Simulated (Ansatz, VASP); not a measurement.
**TiN in VASP and in Ansatz**

Contents of INCAR:

```
ALGO = Normal
EDIFF = 1E-7
ENCUT = 520
GGA = PS
ISIF = 2
ISMEAR = -1
LASPH = True
LCHARG = True
LELF = True
LREAL = False
LVHAR = True
LWAVE = False
NBANDS = 16
NELM = 80
PREC = Accurate
SIGMA = 0.1
```

KPOINTS

```
k-points
0
Gamma
  17 17 17
```

File POSCAR:

```
TiN
1.0
    0.0000000000      1.8116832602      1.8116832602
    1.8116832602      0.0000000000      1.8116832602
    1.8116832602      1.8116832602      0.0000000000
Ti N
1 1
Direct
    0.0000000000      0.0000000000      0.0000000000
    0.5000000000      0.5000000000      0.5000000000
```

Input for Ansatz:

```yaml
crystal:
  lattice:
    - [0.0, 1.8116832602, 1.8116832602]
    - [1.8116832602, 0.0, 1.8116832602]
    - [1.8116832602, 1.8116832602, 0.0]
  atoms:
    - { symbol: Ti, position: [0.0, 0.0, 0.0] }
    - { symbol: "N", position: [0.5, 0.5, 0.5] }
kpoints:
  mp_grid: { grid: [17, 17, 17] }
scf:
  occupations: { method: fermi_dirac, width: 0.1 }
hamiltonian:
  xc: pbesol
  pseudopotentials: { kind: all_electron, lapw: { basis_error: 0.001 } }
output:
  forces: true
  stress: true
  eigenvalues: true
  populations: true
```

Change from the starting cell: volume scaled by 0.64, LAPW.

Alike in both runs: task single point; functional PBEsol; k mesh 17 × 17 × 17; occupations fermi-dirac, width 0.1 eV; no spin polarisation.

```csv
,VASP,Ansatz
version,VASP 6.6.1,Ansatz 0.2.0
potentials or method,"VASP PAW PBE potentials, release 64 (Ti_sv, N), cutoff 520 eV","all-electron LAPW, scalar-relativistic"
```

Ansatz gave:

```
pressure (GPa) : 337.4
```

**Question.** What did VASP give for the same quantities?

**Answer.** Pressure (GPa): 336.4.

VASP's potentials were made for PBE, not for PBEsol. Both programs put the cell under a high pressure, so it lies far from rest at this level. Ansatz ran all-electron here, and VASP with PAW potentials.

Noted on VASP's run: the cell as given lies far from equilibrium.
